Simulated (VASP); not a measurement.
A run of VASP 6.6.1 is set up as follows.

The input INCAR:

```
SYSTEM = In
ALGO = Normal
EDIFF = 1E-6
ENCUT = 520
GGA = PE
ISIF = 2
ISMEAR = -1
LASPH = .TRUE.
LCHARG = .FALSE.
LREAL = .FALSE.
LWAVE = .FALSE.
NBANDS = 12
NELM = 60
PREC = Accurate
SIGMA = 0.05
```

KPOINTS

```
k-points
0
G
  16 16 15
  0 0 0
```

POSCAR

```
In
1.0
    2.7361443766      0.0000000000      0.0000000000
   -1.3680721883      2.3695705386      0.0000000000
    0.0000000000      0.0000000000      2.6179133448
In
1
Direct
    0.0000000000      0.0000000000      0.0000000000
```

Potentials or basis: VASP PAW PBE potentials, release 64 (In_d).

Command:

```sh
$ cat potpaw_PBE.64/In_d/POTCAR > POTCAR
$ mpirun -np 1 vasp_std > vasp.out
```

Problem. What does it give for the pressure?

Solution. 65.9 GPa.
